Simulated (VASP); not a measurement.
# K3SBr (Pm-3m) in VASP: notebook

Runs on K3SBr. Level: r2SCAN. Tasks: single point.

All numbers are computed with VASP 6.6.1; they aren't measurements. Logs are shortened: lines on timing, memory, paths and dates and some standing lists are left out, and cuts for length are marked.

### Step 1. The cell of the first run

The structure is cubic, space group Pm-3m (No. 221). The conventional cell has a = 6.014 Å, b = 6.014 Å, c = 6.014 Å, α = 90.00°, β = 90.00°, γ = 90.00°. Br (site symmetry m-3m) has 12 K at 4.25 Å and 8 S at 5.21 Å within 5.6 Å. S (site symmetry m-3m) has 6 K at 3.01 Å within 4.0 Å. Within 4.0 Å of K (site symmetry 4/mmm) lie 2 S at 3.01 Å.

### Step 2. Single point, r2SCAN (43.51 Å³/atom)

Input file POSCAR:

```
K3SBr
1.0
    6.0141131376      0.0000000000      0.0000000000
    0.0000000000      6.0141131376      0.0000000000
    0.0000000000      0.0000000000      6.0141131376
Br S K
1 1 3
Direct
    0.0000000000      0.0000000000      0.0000000000
    0.5000000000      0.5000000000      0.5000000000
    0.5000000000      0.5000000000      0.0000000000
    0.5000000000      0.0000000000      0.5000000000
    0.0000000000      0.5000000000      0.5000000000
```

Input file INCAR.step1:

```
PREC = Accurate
ENCUT = 520
ISMEAR = 0
SIGMA = 0.01
LREAL = False
LASPH = True
NELM = 100
NBANDS = 28
GGA = PE
ALGO = Normal
EDIFF = 1E-4
LWAVE = True
LCHARG = False
```

Input file INCAR.step2:

```
PREC = Accurate
ENCUT = 520
EDIFF = 1E-6
ISMEAR = 0
SIGMA = 0.01
LREAL = False
LASPH = True
NELM = 100
ALGO = Normal
ISIF = 2
LWAVE = False
LCHARG = True
METAGGA = R2SCAN
LMIXTAU = True
LELF = True
LVHAR = True
NBANDS = 28
ISTART = 1
```

Input file KPOINTS:

```
Automatic mesh
0
Gamma
  4 4 4
```

Potentials or basis: VASP PAW PBE potentials, release 64 (Br, S, K_sv).

Command:

```console
cat potpaw_PBE.64/Br/POTCAR potpaw_PBE.64/S/POTCAR potpaw_PBE.64/K_sv/POTCAR > POTCAR
cp INCAR.step1 INCAR
mpirun -np 1 vasp_std > vasp.out
cp INCAR.step2 INCAR
mpirun -np 1 vasp_std > vasp.out
```

OUTCAR:

```text
PREC = Accurate
   ENCUT = 520
   EDIFF = 1E-6
   ISMEAR = 0
   LREAL = False
   LASPH = True
   NELM = 100
   ISIF = 2
   METAGGA = R2SCAN
   ISTART = 1

 ion  position               nearest neighbor table
   1  0.000  0.000  0.000-
   2  0.500  0.500  0.500-   3 3.01   4 3.01   5 3.01   3 3.01   4 3.01   5 3.01
   3  0.500  0.500  0.000-   2 3.01   2 3.01
   4  0.500  0.000  0.500-   2 3.01   2 3.01
   5  0.000  0.500  0.500-   2 3.01   2 3.01

  LATTYP: Found a simple cubic cell.
 ALAT       =     6.0141131376

  Lattice vectors:

 A1 = (   6.0141131376,   0.0000000000,   0.0000000000)
 A2 = (   0.0000000000,   6.0141131376,   0.0000000000)
 A3 = (   0.0000000000,   0.0000000000,   6.0141131376)

Analysis of symmetry for initial positions (statically):
=====================================================================
 Subroutine PRICEL returns:
 Original cell was already a primitive cell.

 Routine SETGRP: Setting up the symmetry group for a
 simple cubic supercell.

 Subroutine GETGRP returns: Found 48 space group operations
 (whereof 48 operations were pure point group operations)
 out of a pool of 48 trial point group operations.

The static configuration has the point symmetry O_h .

Analysis of symmetry for dynamics (positions and initial velocities):
=====================================================================
 Subroutine PRICEL returns:
 Original cell was already a primitive cell.

 Routine SETGRP: Setting up the symmetry group for a
 simple cubic supercell.

 Subroutine GETGRP returns: Found 48 space group operations
 (whereof 48 operations were pure point group operations)
 out of a pool of 48 trial point group operations.

The dynamic configuration has the point symmetry O_h .

 Subroutine INISYM returns: Found 48 space group operations
 (whereof 48 operations are pure point group operations),
 and found     1 'primitive' translations

----------------------------------------------------------------------------------------

                                     Primitive cell

  volume of cell :     217.5278

  direct lattice vectors                    reciprocal lattice vectors
     6.014113138  0.000000000  0.000000000     0.166275555  0.000000000  0.000000000
     0.000000000  6.014113138  0.000000000     0.000000000  0.166275555  0.000000000
     0.000000000  0.000000000  6.014113138     0.000000000  0.000000000  0.166275555

  length of vectors
     6.014113138  6.014113138  6.014113138     0.166275555  0.166275555  0.166275555

  position of ions in fractional coordinates (direct lattice)
     0.000000000  0.000000000  0.000000000
     0.500000000  0.500000000  0.500000000
     0.500000000  0.500000000  0.000000000
     0.500000000  0.000000000  0.500000000
     0.000000000  0.500000000  0.500000000

  ion indices of the primitive-cell ions
   primitive index   ion index
                 1           1
                 2           2
                 3           3
                 4           4
                 5           5

----------------------------------------------------------------------------------------

 KPOINTS: Automatic mesh

Automatic generation of k-mesh.
 Grid dimensions read from file:
 generate k-points for:    4    4    4

 Generating k-lattice:

  Cartesian coordinates                     Fractional coordinates (reciprocal lattice)
     0.041568889  0.000000000  0.000000000     0.250000000  0.000000000  0.000000000
     0.000000000  0.041568889  0.000000000     0.000000000  0.250000000  0.000000000
     0.000000000  0.000000000  0.041568889     0.000000000  0.000000000  0.250000000

  Length of vectors
     0.041568889  0.041568889  0.041568889

  Shift w.r.t. Gamma in fractional coordinates (k-lattice)
     0.000000000  0.000000000  0.000000000

 Subroutine IBZKPT returns following result:
 ===========================================

 Found     10 irreducible k-points:

 Following reciprocal coordinates:
            Coordinates               Weight
  0.000000  0.000000  0.000000      1.000000
  0.250000  0.000000  0.000000      6.000000
  0.500000  0.000000  0.000000      3.000000
  0.250000  0.250000  0.000000     12.000000
  0.500000  0.250000  0.000000     12.000000
  0.500000  0.500000  0.000000      3.000000
  0.250000  0.250000  0.250000      8.000000
  0.500000  0.250000  0.250000     12.000000
  0.500000  0.500000  0.250000      6.000000
  0.500000  0.500000  0.500000      1.000000
   k-points           NKPTS =     10   k-points in BZ     NKDIM =     10   number of bands    NBANDS=     28
   number of dos      NEDOS =    301   number of ions     NIONS =      5
   total plane-waves  NPLWV = 110592
   dimension x,y,z NGX =    48 NGY =   48 NGZ =   48
   dimension x,y,z NGXF=    96 NGYF=   96 NGZF=   96
   ions per type =               1   1   3
   NGX,Y,Z   is equivalent  to a cutoff of  13.27, 13.27, 13.27 a.u.
   NGXF,Y,Z  is equivalent  to a cutoff of  26.54, 26.54, 26.54 a.u.
 SYSTEM =  unknown system
   PREC   = accura    normal or accurate (medium, high low for compatibility)
   ISTART =      1    job   : 0-new  1-cont  2-samecut
   ICHARG =      0    charge: 1-file 2-atom 10-const
   ISPIN  =      1    spin polarized calculation?
   LNONCOLLINEAR =      F non collinear calculations
   LSORBIT =      F    spin-orbit coupling
   LASPH  =      T    aspherical Exc in radial PAW
   ENCUT  =  520.0 eV  38.22 Ry    6.18 a.u.  11.18 11.18 11.18*2*pi/ulx,y,z
   NELM   =    100;   NELMIN=  2; NELMDL=  0     # of ELM steps
   EDIFF  = 0.1E-05   stopping-criterion for ELM
   LREAL  =      F    real-space projection
   EDIFFG = 0.1E-04   stopping-criterion for IOM
   NSW    =      0    number of steps for IOM
   IBRION =     -1    ionic relax: 0-MD 1-quasi-New 2-CG
   NFREE  =      0    steps in history (QN), initial steepest desc. (CG)
   ISIF   =      2    stress and relaxation
   ISYM   =      2    0-nonsym 1-usesym 2-fastsym
   POTIM  = 0.5000    time-step for ionic-motion
   TEBEG  =    0.0;   TEEND  =   0.0 temperature during run
   PSTRESS=    0.0 pullay stress
   NELECT =      40.0000    total number of electrons
   NUPDOWN=      -1.0000    fix difference up-down
   EMIN   =  10.00;   EMAX   =-10.00  energy-range for DOS
   EFERMI =   0.00;   METHOD = LEGACY
   ISMEAR =     0;   SIGMA  =   0.01  broadening in eV -4-tet -1-fermi 0-gaus
   EFERMI_NEDOS =   21; number of points for ismear=-14 and -15
   IALGO  =     38    algorithm
   IMIX   =      4    mixing-type and parameters
     AMIX     =   0.40;   BMIX     =  1.00
     AMIX_MAG =   1.60;   BMIX_MAG =  1.00
  volume/ion in A,a.u.               =      43.51       293.59
  Fermi-wavevector in a.u.,A,eV,Ry     =   0.930943  1.759228 11.791563  0.866655
  Thomas-Fermi vector in A             =   2.057385
   LORBIT       =      0    0 simple, 1 ext, 2 COOP (PROOUT), +10 PAW based schemes
   METAGGA = R2SCAN    functional components
   LHFCALC =     F    Hartree Fock is set to
   AEXX    =    0.0000 exact exchange contribution
   IVDW    =     0    specifies the selected vdW correction
   LEPSILON=     F    determine dielectric tensor
   LRPA    =     F    only Hartree local field effects (RPA)
 non-spin polarized calculation
 Gauss-broadening in eV      SIGMA  =   0.01
  energy-cutoff  :      520.00
  volume of cell :      217.53
 maximum number of plane-waves:      5904
 NGX is ok and might be reduce to    48
   NGX = 23   NGY = 23   NGZ = 23

 number of electron      39.9999992 magnetization

 Free energy of the ion-electron system (eV)
  ---------------------------------------------------
  ext. energy  EPLUGINS =         0.00000000
  ---------------------------------------------------
  free energy    TOTEN  =       -46.22637131 eV

  energy without entropy =      -46.22637131  energy(sigma->0) =      -46.22637131

 E-fermi :  -0.9030     XC(G=0):  -6.7237

 val. band max:       -0.9767869482   @ k =   0.0000   0.0000   0.0000
 cond. band min:       1.1642614074   @ k =   0.0000   0.0000   0.0000
 fundamental gap:      2.1410483556
 Fermi energy:        -0.9030194510

 k-point     1 :       0.0000    0.0000    0.0000
  band No.  band energies     occupation
      1     -31.9752      2.00000
      2     -31.9591      2.00000
      3     -31.9591      2.00000
      4     -15.1262      2.00000
      5     -14.8061      2.00000
      6     -14.8061      2.00000
[... 20 lines left out ...]
     27       6.7440      0.00000
     28       6.7440      0.00000

 k-point     2 :       0.2500    0.0000    0.0000
  band No.  band energies     occupation
      1     -31.9731      2.00000
      2     -31.9611      2.00000
      3     -31.9591      2.00000
      4     -15.1353      2.00000
      5     -14.7987      2.00000
      6     -14.7987      2.00000
[... 20 lines left out ...]
     27       5.8156      0.00000
     28       6.3424      0.00000

 k-point     3 :       0.5000    0.0000    0.0000
  band No.  band energies     occupation
      1     -31.9698      2.00000
      2     -31.9643      2.00000
      3     -31.9591      2.00000
      4     -15.1439      2.00000
      5     -14.7873      2.00000
      6     -14.7873      2.00000
[... 20 lines left out ...]
     27       5.6283      0.00000
     28       5.9501      0.00000

 k-point     4 :       0.2500    0.2500    0.0000
  band No.  band energies     occupation
      1     -31.9713      2.00000
      2     -31.9617      2.00000
      3     -31.9603      2.00000
      4     -15.1398      2.00000
      5     -14.7973      2.00000
      6     -14.7924      2.00000
[... 144 lines left out ...]
     27       5.5109      0.00000
     28       5.6191      0.00000

 k-point     9 :       0.5000    0.5000    0.2500
  band No.  band energies     occupation
      1     -31.9644      2.00000
      2     -31.9643      2.00000
      3     -31.9643      2.00000
      4     -15.1329      2.00000
      5     -14.8419      2.00000
      6     -14.8162      2.00000
[... 20 lines left out ...]
     27       5.2609      0.00000
     28       6.0211      0.00000

 k-point    10 :       0.5000    0.5000    0.5000
  band No.  band energies     occupation
      1     -31.9643      2.00000
      2     -31.9643      2.00000
      3     -31.9643      2.00000
      4     -15.1207      2.00000
      5     -14.8966      2.00000
      6     -14.8287      2.00000
[... 20 lines left out ...]
     27       4.5213      0.00000
     28       6.3392      0.00000

------------------------ aborting loop because EDIFF is reached ----------------------------------------

  FORCE on cell =-STRESS in cart. coord.  units (eV):
  Direction    XX          YY          ZZ          XY          YZ          ZX
  --------------------------------------------------------------------------------------
  -------------------------------------------------------------------------------------
  Total       -0.4871461     -0.4871461     -0.4871461      0.0000000      0.0000000      0.0000000
  in kB       -3.5880214     -3.5880214     -3.5880214      0.0000000      0.0000000      0.0000000
  external PRESSURE =      -3.5880214 kB  Pullay stress =       0.0000000 kB

 VOLUME and BASIS-vectors are now :
 -----------------------------------------------------------------------------
  energy-cutoff  :      520.00
  volume of cell :      217.53
      direct lattice vectors                 reciprocal lattice vectors
     6.014113138  0.000000000  0.000000000     0.166275555  0.000000000  0.000000000
     0.000000000  6.014113138  0.000000000     0.000000000  0.166275555  0.000000000
     0.000000000  0.000000000  6.014113138     0.000000000  0.000000000  0.166275555

 POSITION                                       TOTAL-FORCE (eV/Angst)
 -----------------------------------------------------------------------------------
      0.00000      0.00000      0.00000         0.000000      0.000000      0.000000
      3.00706      3.00706      3.00706         0.000000      0.000000      0.000000
      3.00706      3.00706      0.00000         0.000000      0.000000      0.000000
      3.00706      0.00000      3.00706         0.000000      0.000000      0.000000
      0.00000      3.00706      3.00706         0.000000      0.000000      0.000000
 -----------------------------------------------------------------------------------
    total drift:                                0.000000      0.000000     -0.000000

  FREE ENERGIE OF THE ION-ELECTRON SYSTEM (eV)
  ---------------------------------------------------
  free  energy   TOTEN  =       -46.2263713133 eV

  energy  without entropy=      -46.2263713133  energy(sigma->0) =      -46.22637131
```

Wall time 2.7 min (1 thread of Intel Xeon 6975P-C (Granite Rapids), shared host); peak memory 0.39 GiB.

Results:

```
Free energy            : -46.2264 eV
Pressure               : -0.4 GPa
Band gap on the k mesh : 2.14 eV
```

Levels at points of the mesh, in eV from the valence-band top:
| k point | band 16 | band 17 | band 18 | band 19 | band 20 | band 21 | band 22 | band 23 | band 24 | band 25 |
| --- | --- | --- | --- | --- | --- | --- | --- | --- | --- | --- |
| (0.00, 0.00, 0.00) | -1.95 | -1.95 | 0.00 | 0.00 | 0.00 | 2.14 | 4.30 | 4.30 | 5.29 | 5.29 |
| (0.50, 0.00, 0.00) | -1.95 | -1.95 | -0.68 | -0.08 | -0.08 | 3.50 | 4.04 | 5.00 | 5.69 | 5.85 |
| (0.50, 0.50, 0.00) | -2.12 | -1.95 | -0.64 | -0.64 | -0.13 | 4.09 | 4.73 | 5.08 | 5.08 | 5.65 |
| (0.50, 0.50, 0.50) | -2.04 | -2.04 | -0.76 | -0.76 | -0.76 | 5.14 | 5.19 | 5.19 | 5.19 | 5.50 |

Caveat: the PAW data sets were made with another functional, which shifts forces and pressure a little.

### Step 3. Single point, r2SCAN (44.77 Å³/atom)

This run uses another cell than the first one, of 44.77 Å³/atom.

POSCAR: that of step 2 with these lines changed.

```diff
@@ -2,5 +2,5 @@
 1.0
-    6.0141131376      0.0000000000      0.0000000000
-    0.0000000000      6.0141131376      0.0000000000
-    0.0000000000      0.0000000000      6.0141131376
+    6.0719446962      0.0000000000      0.0000000000
+    0.0000000000      6.0719446962      0.0000000000
+    0.0000000000      0.0000000000      6.0719446962
 Br S K
```

Input file INCAR.step1:

```
ALGO     = Normal         # electronic algorithm
EDIFF    = 1E-4           # SCF threshold, eV
ENCUT    = 520            # plane-wave cutoff, eV
GGA      = PE             # functional
ISMEAR   = 0              # smearing method
LASPH    = T              # aspherical terms in the spheres
LCHARG   = F              # write CHGCAR
LREAL    = F              # projectors in reciprocal space
LWAVE    = T              # write WAVECAR
NBANDS   = 28             # bands
NELM     = 100            # most SCF steps
PREC     = Accurate       # precision mode
SIGMA    = 0.01           # smearing width, eV
```

Input file INCAR.step2:

```
ALGO     = Normal         # electronic algorithm
EDIFF    = 1E-6           # SCF threshold, eV
ENCUT    = 520            # plane-wave cutoff, eV
ISIF     = 2              # what is computed and relaxed
ISMEAR   = 0              # smearing method
ISTART   = 1            
LASPH    = T              # aspherical terms in the spheres
LCHARG   = F              # write CHGCAR
LMIXTAU  = T            
LREAL    = F              # projectors in reciprocal space
LWAVE    = F              # write WAVECAR
METAGGA  = R2SCAN         # meta-GGA
NBANDS   = 28             # bands
NELM     = 100            # most SCF steps
PREC     = Accurate       # precision mode
SIGMA    = 0.01           # smearing width, eV
```

Input file KPOINTS:

```
k-points
0
Gamma
  4 4 4
```

Potentials or basis: VASP PAW PBE potentials, release 64 (Br, S, K_sv).

Command:

```console
cat potpaw_PBE.64/Br/POTCAR potpaw_PBE.64/S/POTCAR potpaw_PBE.64/K_sv/POTCAR > POTCAR
cp INCAR.step1 INCAR
mpirun -np 1 vasp_std > vasp.out
cp INCAR.step2 INCAR
mpirun -np 1 vasp_std > vasp.out
```

Run time: 2.9 min. Hardware: 1 thread of Intel Xeon 6975P-C (Granite Rapids), shared host; peak memory 0.38 GiB.

It converged, with:

| Item | Value |
| --- | --- |
| Free energy | -46.2069 eV |
| Pressure | -0.7 GPa |
| Band gap on the k mesh | 2.13 eV |

Levels at points of the mesh, in eV from the valence-band top:
```tsv
k point	band 17	band 18	band 19	band 20	band 21	band 22	band 23	band 24
(0.00, 0.00, 0.00)	-1.89	0.00	0.00	0.00	2.13	4.31	4.31	5.31
(0.50, 0.00, 0.00)	-1.89	-0.64	-0.08	-0.08	3.48	3.98	5.00	5.70
(0.50, 0.50, 0.00)	-1.89	-0.60	-0.60	-0.12	4.06	4.67	5.02	5.02
(0.50, 0.50, 0.50)	-1.98	-0.71	-0.71	-0.71	5.12	5.16	5.16	5.16
```

Caveat: the PAW data sets were made with another functional, which shifts forces and pressure a little.
